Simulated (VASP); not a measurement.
# Hf (Cmcm) in VASP: further runs, part 2 of 2

VASP 6.6.1. The steps go on from the part before.

### Step 3. Single point, PBE (strain +0.1125 x Voigt [1, -1, 0, 0, 0, 0])

File INCAR:

```
SYSTEM = Hf
  PREC = Accurate
  ENCUT = 520
  EDIFF = 1E-6
  ISMEAR = 0
  SIGMA = 0.15
  LREAL = .False.
  LASPH = .True.
  NELM = 100
  ALGO = Fast
  ISIF = 2
  LWAVE = .False.
  LCHARG = .False.
  GGA = PE
  NBANDS = 17
```

File KPOINTS:

```
Automatic mesh
0
Gamma
  18 18 10
  0 0 0
```

File POSCAR:

```
Hf
1.0
    3.5563271082      0.0000000000      0.0000000000
   -1.7781635541      2.4569746406      0.0000000000
    0.0000000000      0.0000000000      5.0578000000
Hf
2
Direct
    0.3333333333      0.6666666667      0.2500000000
    0.6666666667      0.3333333333      0.7500000000
```

Potentials or basis: VASP PAW PBE potentials, release 64 (Hf_pv).

Run with:

```
$ cat potpaw_PBE.64/Hf_pv/POTCAR > POTCAR
$ mpirun -np 1 vasp_std > vasp.out
```

OUTCAR:

```text
SYSTEM = Hf
   PREC = Accurate
   ENCUT = 520
   EDIFF = 1E-6
   ISMEAR = 0
   LREAL = .False.
   LASPH = .True.
   NELM = 100
   ISIF = 2
   GGA = PE

 ion  position               nearest neighbor table
   1  0.333  0.667  0.250-   2 3.01   2 3.01   2 3.20   2 3.20   2 3.20   2 3.20
   2  0.667  0.333  0.750-   1 3.01   1 3.01   1 3.20   1 3.20   1 3.20   1 3.20

  Warning from LATTYP: Monoclinic adjustment (A1->A3, A2->A1, A3->A2)!
  LATTYP: Found a base centered orthorhombic cell.
 ALAT       =     3.5563271082
 B/A-ratio  =     1.3817483971
 C/A-ratio  =     1.4221976343

  Lattice vectors:

 A1 = (   1.7781635541,  -2.4569746406,   0.0000000000)
 A2 = (   1.7781635541,   2.4569746406,   0.0000000000)
 A3 = (   0.0000000000,   0.0000000000,   5.0578000000)

Analysis of symmetry for initial positions (statically):
=====================================================================
 Subroutine PRICEL returns:
 Original cell was already a primitive cell.

 Routine SETGRP: Setting up the symmetry group for a
 base centered orthorhombic supercell.

 Subroutine GETGRP returns: Found  8 space group operations
 (whereof  4 operations were pure point group operations)
 out of a pool of  8 trial point group operations.

The static configuration has the point symmetry C_2h.
 The point group associated with its full space group is D_2h.

Analysis of symmetry for dynamics (positions and initial velocities):
=====================================================================
 Subroutine PRICEL returns:
 Original cell was already a primitive cell.

 Routine SETGRP: Setting up the symmetry group for a
 base centered orthorhombic supercell.

 Subroutine GETGRP returns: Found  8 space group operations
 (whereof  4 operations were pure point group operations)
 out of a pool of  8 trial point group operations.

The dynamic configuration has the point symmetry C_2h.
 The point group associated with its full space group is D_2h.

 Subroutine INISYM returns: Found  8 space group operations
 (whereof  4 operations are pure point group operations),
 and found     1 'primitive' translations

[... 110 lines left out ...]
   EFERMI_NEDOS =   21; number of points for ismear=-14 and -15
   IALGO  =     68    algorithm
   IMIX   =      4    mixing-type and parameters
     AMIX     =   0.40;   BMIX     =  1.00
     AMIX_MAG =   1.60;   BMIX_MAG =  1.00
  volume/ion in A,a.u.               =      22.10       149.12
  Fermi-wavevector in a.u.,A,eV,Ry     =   1.256889  2.375175 21.494065  1.579769
  Thomas-Fermi vector in A             =   2.390575
   LORBIT       =      0    0 simple, 1 ext, 2 COOP (PROOUT), +10 PAW based schemes
   GGA     = PE    functional components
   LHFCALC =     F    Hartree Fock is set to
   AEXX    =    0.0000 exact exchange contribution
   IVDW    =     0    specifies the selected vdW correction
   LEPSILON=     F    determine dielectric tensor
   LRPA    =     F    only Hartree local field effects (RPA)
 non-spin polarized calculation
 RMM-DIIS sequential band-by-band and
 Gauss-broadening in eV      SIGMA  =   0.15
  energy-cutoff  :      520.00
  volume of cell :       44.19
 maximum number of plane-waves:      1212
   NGX = 13   NGY = 11   NGZ = 19

 number of electron      20.0000001 magnetization

 Free energy of the ion-electron system (eV)
  ---------------------------------------------------
  ext. energy  EPLUGINS =         0.00000000
  ---------------------------------------------------
  free energy    TOTEN  =       -19.53406291 eV

  energy without entropy =      -19.51301879  energy(sigma->0) =      -19.52354085

 E-fermi :   4.7736     XC(G=0): -11.3238

 val. band max:        4.7730182457   @ k =  -0.4444   0.1667   0.5000
 cond. band min:       4.7739716599   @ k =   0.0000   0.1111   0.4000
 fundamental gap:      0.0009534142
 Fermi energy:         4.7736021233

 k-point     1 :       0.0000    0.0000    0.0000
  band No.  band energies     occupation
      1     -26.0462      2.00000
      2     -25.2802      2.00000
      3     -25.1821      2.00000
      4     -25.1689      2.00000
      5     -25.1378      2.00000
      6     -25.0434      2.00000
[... 457 lines left out ...]
      4     -25.2709      2.00000
      5     -25.1965      2.00000
      6     -25.1140      2.00000
[... 9 lines left out ...]
     16       9.5035      0.00000
     17      11.1724      0.00000

 [... further k-points ...]
[... 5 lines left out ...]
  --------------------------------------------------------------------------------------
  -------------------------------------------------------------------------------------
  Total       -0.7211944      3.1585182     -0.5668545      0.0000000      0.0000000      0.0000000
  in kB      -26.1456183    114.5064472    -20.5502988      0.0000000      0.0000000      0.0000000
  external PRESSURE =      22.6035100 kB  Pullay stress =       0.0000000 kB

 VOLUME and BASIS-vectors are now :
 -----------------------------------------------------------------------------
  energy-cutoff  :      520.00
  volume of cell :       44.19
      direct lattice vectors                 reciprocal lattice vectors
     3.556327108  0.000000000  0.000000000     0.281188982  0.203502304  0.000000000
    -1.778163554  2.456974641  0.000000000     0.000000000  0.407004608  0.000000000
     0.000000000  0.000000000  5.057800000     0.000000000  0.000000000  0.197714421

 POSITION                                       TOTAL-FORCE (eV/Angst)
 -----------------------------------------------------------------------------------
     -0.00000      1.63798      1.26445         0.000000     -0.676856      0.000000
      1.77816      0.81899      3.79335        -0.000000      0.676856      0.000000
 -----------------------------------------------------------------------------------
    total drift:                                0.000000     -0.000000     -0.000000

  FREE ENERGIE OF THE ION-ELECTRON SYSTEM (eV)
  ---------------------------------------------------
  free  energy   TOTEN  =       -19.5340629089 eV

  energy  without entropy=      -19.5130187923  energy(sigma->0) =      -19.52354085
```

OSZICAR:

```text
N       E                     dE             d eps       ncg     rms          rms(c)
DAV:   1     0.504188430584E+02    0.50419E+02   -0.11404E+04 18596   0.112E+03
DAV:   2    -0.183152347458E+02   -0.68734E+02   -0.67106E+02 24099   0.248E+02
DAV:   3    -0.201591224295E+02   -0.18439E+01   -0.18228E+01 23449   0.272E+01
DAV:   4    -0.201745912107E+02   -0.15469E-01   -0.15451E-01 23922   0.296E+00
DAV:   5    -0.201747398171E+02   -0.14861E-03   -0.14858E-03 23838   0.259E-01    0.617E+01
RMM:   6    -0.196965123192E+02    0.47823E+00   -0.40045E-01 18643   0.383E+00    0.368E+01
RMM:   7    -0.195412995348E+02    0.15521E+00   -0.90385E-01 20946   0.576E+00    0.185E+00
RMM:   8    -0.195329948600E+02    0.83047E-02   -0.82694E-02 19818   0.201E+00    0.196E-01
RMM:   9    -0.195339637463E+02   -0.96889E-03   -0.11294E-02 26893   0.704E-01    0.332E-01
RMM:  10    -0.195341794948E+02   -0.21575E-03   -0.18051E-03 26730   0.270E-01    0.591E-01
RMM:  11    -0.195341252776E+02    0.54217E-04   -0.18409E-04 25462   0.105E-01    0.350E-01
RMM:  12    -0.195340726459E+02    0.52632E-04   -0.69551E-05 21760   0.536E-02    0.220E-01
RMM:  13    -0.195340671342E+02    0.55117E-05   -0.13956E-05 23231   0.251E-02    0.142E-01
RMM:  14    -0.195340635307E+02    0.36036E-05   -0.73124E-06 22104   0.180E-02    0.815E-02
RMM:  15    -0.195340629089E+02    0.62174E-06   -0.28488E-06 17446   0.114E-02
   1 F= -.19534063E+02 E0= -.19523541E+02  d E =-.210441E-01
```

stdout:

```text
POSCAR found type information on POSCAR Hf
 POSCAR found :  1 types and       2 ions
 scaLAPACK will be used
 LDA part: xc-table for (Slater+PW92), standard interpolation
 POSCAR, INCAR and KPOINTS ok, starting setup
 FFT: planning ... GRIDC
 FFT: planning ... GRID_SOFT
 FFT: planning ... GRID
 WAVECAR not read
 entering main loop
```

Run time: 3.1 min. Hardware: 1 thread of Intel Xeon 6975P-C (Granite Rapids), shared host; peak memory 0.43 GiB.

What came out:

| Property | Result |
| --- | --- |
| Free energy | -19.5341 eV |
| Pressure | 2.3 GPa |
| Largest force | 0.677 eV/Å |
| Band gap on the k mesh | zero (band 10 reaches 5.58 eV, above the bottom of band 11 at 4.49 eV) |

Forces on the atoms (eV/Å):
```
Hf   0.000 -0.677  0.000
Hf   0.000  0.677  0.000
```

Stress tensor (GPa, compression positive):
```
-2.61  0.00  0.00
 0.00 11.45  0.00
 0.00  0.00 -2.06
```

Caveat: the cell differs from its parent crystal (strain +0.1125 x Voigt [1, -1, 0, 0, 0, 0]); spin-orbit coupling is left out, which moves the levels of the heavy elements.
